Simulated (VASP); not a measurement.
# Al (Fm-3m) in VASP: a series of runs

The runs below take Al through electric field gradients, with LDA, r2SCAN.

Everything below comes from runs of VASP 6.6.1. Logs are shortened: lines on timing, memory, paths and dates and some standing lists are left out, and cuts for length are marked.

### 1 The cell of the first run

It takes space group Fm-3m (No. 225, cubic). Conventional cell: a = 3.993 Å, b = 3.993 Å, c = 3.993 Å, α = 90.00°, β = 90.00°, γ = 90.00°. Within 3.7 Å of Al (site symmetry m-3m) lie 12 Al at 2.82 Å.

### 2 Electric field gradients, LDA (functional lda, volume scaled by 0.96)

INCAR reads:

```
ALGO = Normal ; EDIFF = 1E-8
ENCUT = 520 ; GGA = CA
ISIF = 2 ; ISMEAR = -1
LASPH = T ; LCHARG = F
LEFG = T ; LREAL = F
LWAVE = F ; NBANDS = 8
NELM = 80 ; PREC = Accurate
SIGMA = 0.03
```

KPOINTS reads:

```
k-points
0
Gamma
  17 17 17
```

POSCAR reads:

```
Al
1.0
    0.0000000000      1.9966255657      1.9966255657
    1.9966255657      0.0000000000      1.9966255657
    1.9966255657      1.9966255657      0.0000000000
Al
1
Direct
    0.0000000000      0.0000000000      0.0000000000
```

Potentials or basis: VASP PAW LDA potentials, release 64 (Al).

Run with:

```sh
$ cat potpaw_LDA.64/Al/POTCAR > POTCAR
$ mpirun -np 1 vasp_std > vasp.out
```

OUTCAR:

```text
EDIFF = 1E-8
   ENCUT = 520
   GGA = CA
   ISIF = 2
   ISMEAR = -1
   LASPH = T
   LREAL = F
   NELM = 80
   PREC = Accurate

 ion  position               nearest neighbor table
   1  0.000  0.000  0.000-

  LATTYP: Found a face centered cubic cell.
 ALAT       =     3.9932511314

  Lattice vectors:

 A1 = (   0.0000000000,   1.9966255657,   1.9966255657)
 A2 = (   1.9966255657,   0.0000000000,   1.9966255657)
 A3 = (   1.9966255657,   1.9966255657,   0.0000000000)

Analysis of symmetry for initial positions (statically):
=====================================================================
 Subroutine PRICEL returns:
 Original cell was already a primitive cell.

 Routine SETGRP: Setting up the symmetry group for a
 face centered cubic supercell.

 Subroutine GETGRP returns: Found 48 space group operations
 (whereof 48 operations were pure point group operations)
 out of a pool of 48 trial point group operations.

The static configuration has the point symmetry O_h .

Analysis of symmetry for dynamics (positions and initial velocities):
=====================================================================
 Subroutine PRICEL returns:
 Original cell was already a primitive cell.

 Routine SETGRP: Setting up the symmetry group for a
 face centered cubic supercell.

 Subroutine GETGRP returns: Found 48 space group operations
 (whereof 48 operations were pure point group operations)
 out of a pool of 48 trial point group operations.

The dynamic configuration has the point symmetry O_h .

 Subroutine INISYM returns: Found 48 space group operations
 (whereof 48 operations are pure point group operations),
 and found     1 'primitive' translations

----------------------------------------------------------------------------------------

                                     Primitive cell

  volume of cell :      15.9192

  direct lattice vectors                    reciprocal lattice vectors
     0.000000000  1.996625566  1.996625566    -0.250422517  0.250422517  0.250422517
     1.996625566  0.000000000  1.996625566     0.250422517 -0.250422517  0.250422517
     1.996625566  1.996625566  0.000000000     0.250422517  0.250422517 -0.250422517

  length of vectors
     2.823654954  2.823654954  2.823654954     0.433744523  0.433744523  0.433744523

  position of ions in fractional coordinates (direct lattice)
     0.000000000  0.000000000  0.000000000

  ion indices of the primitive-cell ions
   primitive index   ion index
                 1           1

----------------------------------------------------------------------------------------

 KPOINTS: k-points

Automatic generation of k-mesh.
 Grid dimensions read from file:
 generate k-points for:   17   17   17

 Generating k-lattice:

  Cartesian coordinates                     Fractional coordinates (reciprocal lattice)
    -0.014730736  0.014730736  0.014730736     0.058823529  0.000000000  0.000000000
     0.014730736 -0.014730736  0.014730736     0.000000000  0.058823529  0.000000000
     0.014730736  0.014730736 -0.014730736     0.000000000  0.000000000  0.058823529

  Length of vectors
     0.025514384  0.025514384  0.025514384

  Shift w.r.t. Gamma in fractional coordinates (k-lattice)
     0.000000000  0.000000000  0.000000000

 Subroutine IBZKPT returns following result:
 ===========================================

 Found    165 irreducible k-points:

 Following reciprocal coordinates:
            Coordinates               Weight
  0.000000  0.000000  0.000000      1.000000
  0.058824  0.000000  0.000000      8.000000
  0.117647  0.000000  0.000000      8.000000
  0.176471  0.000000  0.000000      8.000000
  0.235294  0.000000  0.000000      8.000000
  0.294118  0.000000  0.000000      8.000000
[... 16 lines left out ...]
 -0.176471  0.058824  0.000000     24.000000
 -0.117647  0.058824  0.000000     24.000000
 [... further k-points ...]
   k-points           NKPTS =    165   k-points in BZ     NKDIM =    165   number of bands    NBANDS=      8
   number of dos      NEDOS =    301   number of ions     NIONS =      1
   total plane-waves  NPLWV =  13824
   dimension x,y,z NGX =    24 NGY =   24 NGZ =   24
   dimension x,y,z NGXF=    48 NGYF=   48 NGZF=   48
   ions per type =               1
   NGX,Y,Z   is equivalent  to a cutoff of  14.13, 14.13, 14.13 a.u.
   NGXF,Y,Z  is equivalent  to a cutoff of  28.26, 28.26, 28.26 a.u.
 SYSTEM =  unknown system
   PREC   = accura    normal or accurate (medium, high low for compatibility)
   ISTART =      0    job   : 0-new  1-cont  2-samecut
   ICHARG =      2    charge: 1-file 2-atom 10-const
   ISPIN  =      1    spin polarized calculation?
   LNONCOLLINEAR =      F non collinear calculations
   LSORBIT =      F    spin-orbit coupling
   LASPH  =      T    aspherical Exc in radial PAW
   ENCUT  =  520.0 eV  38.22 Ry    6.18 a.u.   5.25  5.25  5.25*2*pi/ulx,y,z
   NELM   =     80;   NELMIN=  2; NELMDL= -5     # of ELM steps
   EDIFF  = 0.1E-07   stopping-criterion for ELM
   LREAL  =      F    real-space projection
   EDIFFG = 0.1E-06   stopping-criterion for IOM
   NSW    =      0    number of steps for IOM
   IBRION =     -1    ionic relax: 0-MD 1-quasi-New 2-CG
   NFREE  =      0    steps in history (QN), initial steepest desc. (CG)
   ISIF   =      2    stress and relaxation
   ISYM   =      2    0-nonsym 1-usesym 2-fastsym
   POTIM  = 0.5000    time-step for ionic-motion
   TEBEG  =    0.0;   TEEND  =   0.0 temperature during run
   PSTRESS=    0.0 pullay stress
   NELECT =       3.0000    total number of electrons
   NUPDOWN=      -1.0000    fix difference up-down
   EMIN   =  10.00;   EMAX   =-10.00  energy-range for DOS
   EFERMI =   0.00;   METHOD = LEGACY
   ISMEAR =    -1;   SIGMA  =   0.03  broadening in eV -4-tet -1-fermi 0-gaus
   EFERMI_NEDOS =   21; number of points for ismear=-14 and -15
   IALGO  =     38    algorithm
   IMIX   =      4    mixing-type and parameters
     AMIX     =   0.40;   BMIX     =  1.00
     AMIX_MAG =   1.60;   BMIX_MAG =  1.00
  volume/ion in A,a.u.               =      15.92       107.43
  Fermi-wavevector in a.u.,A,eV,Ry     =   0.938589  1.773675 11.986034  0.880949
  Thomas-Fermi vector in A             =   2.065816
   LORBIT       =      0    0 simple, 1 ext, 2 COOP (PROOUT), +10 PAW based schemes
   GGA     = CA    functional components
   LHFCALC =     F    Hartree Fock is set to
   AEXX    =    0.0000 exact exchange contribution
   IVDW    =     0    specifies the selected vdW correction
   LEPSILON=     F    determine dielectric tensor
   LRPA    =     F    only Hartree local field effects (RPA)
 non-spin polarized calculation
  energy-cutoff  :      520.00
  volume of cell :       15.92
 maximum number of plane-waves:       444
 NGX is ok and might be reduce to    24
   NGX = 11   NGY = 11   NGZ = 11

 number of electron       3.0000000 magnetization

 Free energy of the ion-electron system (eV)
  ---------------------------------------------------
  ext. energy  EPLUGINS =         0.00000000
  ---------------------------------------------------
  free energy    TOTEN  =        -4.19420822 eV

  energy without entropy =       -4.19257272  energy(sigma->0) =       -4.19339047

 E-fermi :   8.1767     XC(G=0): -10.4768

 val. band max:        8.1757991740   @ k =  -0.3529   0.4706   0.1765
 cond. band min:       8.1792816276   @ k =  -0.4706   0.2941   0.1176
 fundamental gap:      0.0034824536
 Fermi energy:         8.1766723144

 k-point     1 :       0.0000    0.0000    0.0000
  band No.  band energies     occupation
      1      -3.1809      2.00000
      2      20.9348      0.00000
      3      20.9348      0.00000
      4      20.9348      0.00000
      5      22.5324      0.00000
      6      22.5324      0.00000
      7      22.5324      0.00000
      8      25.0437      0.00000

 k-point     2 :       0.0588    0.0000    0.0000
  band No.  band energies     occupation
      1      -3.0848      2.00000
      2      19.3006      0.00000
      3      20.6055      0.00000
      4      20.6055      0.00000
      5      23.0095      0.00000
      6      23.0095      0.00000
      7      23.1375      0.00000
      8      26.0125      0.00000

 k-point     3 :       0.1176    0.0000    0.0000
  band No.  band energies     occupation
      1      -2.7969      2.00000
      2      16.9142      0.00000
      3      20.0715      0.00000
      4      20.0715      0.00000
      5      23.1954      0.00000
      6      23.9428      0.00000
      7      23.9428      0.00000
      8      26.1926      0.00000

 k-point     4 :       0.1765    0.0000    0.0000
  band No.  band energies     occupation
      1      -2.3185      2.00000
      2      14.5214      0.00000
      3      19.6172      0.00000
      4      19.6172      0.00000
      5      23.0253      0.00000
      6      24.3591      0.00000
      7      24.3591      0.00000
      8      25.7663      0.00000

 k-point     5 :       0.2353    0.0000    0.0000
  band No.  band energies     occupation
      1      -1.6515      2.00000
      2      12.2201      0.00000
      3      19.2983      0.00000
      4      19.2983      0.00000
      5      22.8608      0.00000
      6      23.4018      0.00000
      7      23.4018      0.00000
      8      26.9528      0.00000

 k-point     6 :       0.2941    0.0000    0.0000
  band No.  band energies     occupation
      1      -0.7988      2.00000
      2      10.0439      0.00000
      3      19.1296      0.00000
      4      19.1296      0.00000
      5      22.3580      0.00000
      6      22.3580      0.00000
      7      22.7886      0.00000
      8      26.5473      0.00000

 k-point     7 :       0.3529    0.0000    0.0000
  band No.  band energies     occupation
      1       0.2363      2.00000
      2       8.0096      1.99239
      3      19.1164      0.00000
      4      19.1164      0.00000
      5      21.4316      0.00000
      6      21.4316      0.00000
      7      22.8510      0.00000
      8      25.5708      0.00000
[... 133 lines left out ...]
 k-point    20 :      -0.3529    0.0588    0.0000
  band No.  band energies     occupation
      1       0.7042      2.00000
      2       7.4421      2.00000
      3      17.3359      0.00000
      4      19.9893      0.00000
      5      20.4661      0.00000
      6      21.5359      0.00000
      7      23.5928      0.00000
      8      26.2155      0.00000

 k-point    21 :      -0.2941    0.0588    0.0000
  band No.  band energies     occupation
      1      -0.3901      2.00000
      2       9.4229      0.00000
      3      17.3018      0.00000
      4      20.4013      0.00000
      5      20.8988      0.00000
      6      22.4274      0.00000
      7      23.4800      0.00000
      8      27.0569      0.00000

 k-point    22 :      -0.2353    0.0588    0.0000
  band No.  band energies     occupation
      1      -1.3035      2.00000
      2      11.5468      0.00000
      3      17.4322      0.00000
      4      20.5123      0.00000
      5      21.9249      0.00000
      6      23.3601      0.00000
      7      23.5899      0.00000
      8      26.3075      0.00000

 k-point    23 :      -0.1765    0.0588    0.0000
  band No.  band energies     occupation
      1      -2.0322      2.00000
      2      13.7952      0.00000
      3      17.7272      0.00000
      4      20.7549      0.00000
      5      23.0213      0.00000
      6      23.5718      0.00000
      7      24.5854      0.00000
      8      24.9322      0.00000

 k-point    24 :      -0.1176    0.0588    0.0000
  band No.  band energies     occupation
      1      -2.5734      2.00000
      2      16.1238      0.00000
      3      18.1952      0.00000
      4      21.0786      0.00000
      5      23.2487      0.00000
      6      23.6794      0.00000
      7      24.7823      0.00000
      8      25.0004      0.00000

 [... further k-points ...]
[... 5 lines left out ...]
  --------------------------------------------------------------------------------------
  -------------------------------------------------------------------------------------
  Total       -0.0581421     -0.0581421     -0.0581421     -0.0000000     -0.0000000      0.0000000
  in kB       -5.8516890     -5.8516890     -5.8516890     -0.0000000     -0.0000000      0.0000000
  external PRESSURE =      -5.8516890 kB  Pullay stress =       0.0000000 kB

 VOLUME and BASIS-vectors are now :
 -----------------------------------------------------------------------------
  energy-cutoff  :      520.00
  volume of cell :       15.92
      direct lattice vectors                 reciprocal lattice vectors
     0.000000000  1.996625566  1.996625566    -0.250422517  0.250422517  0.250422517
     1.996625566  0.000000000  1.996625566     0.250422517 -0.250422517  0.250422517
     1.996625566  1.996625566  0.000000000     0.250422517  0.250422517 -0.250422517

 POSITION                                       TOTAL-FORCE (eV/Angst)
 -----------------------------------------------------------------------------------
      0.00000      0.00000      0.00000         0.000000      0.000000      0.000000
 -----------------------------------------------------------------------------------
    total drift:                               -0.000000      0.000000     -0.000000

  FREE ENERGIE OF THE ION-ELECTRON SYSTEM (eV)
  ---------------------------------------------------
  free  energy   TOTEN  =        -4.1942082197 eV

  energy  without entropy=       -4.1925727168  energy(sigma->0) =       -4.19339047

 Electric field gradients (V/A^2)
---------------------------------------------------------------------
 ion       V_xx      V_yy      V_zz      V_xy      V_xz      V_yz
---------------------------------------------------------------------
   1      -0.000    -0.000     0.000     0.000     0.000     0.000
---------------------------------------------------------------------

 Electric field gradients after diagonalization (V/A^2)
 (convention: |V_zz| > |V_xx| > |V_yy|)
----------------------------------------------------------------------
 ion       V_xx      V_yy      V_zz     asymmetry (V_yy - V_xx)/ V_zz
----------------------------------------------------------------------
   1      -0.000    -0.000     0.000       0.000
----------------------------------------------------------------------

           NMR quadrupolar parameters

 Cq : quadrupolar parameter    Cq=e*Q*V_zz/h
 eta: asymmetry parameters     (V_yy - V_xx)/ V_zz
 Q  : nuclear electric quadrupole moment in mb (millibarn)
----------------------------------------------------------------------
 ion       Cq(MHz)       eta       Q (mb)
----------------------------------------------------------------------
   1       0.000       0.000       1.000
----------------------------------------------------------------------
```

It took 39 s on 1 thread of AMD EPYC 7R13, shared host; peak memory 0.1 GiB.

Results:

```
Free energy : -4.1942 eV
Pressure    : -0.6 GPa
```

Caveat: without QUAD_EFG the Cq values of the log hold for a quadrupole moment of 1 mb, not for the nuclei.

[end of part 1 of 2]
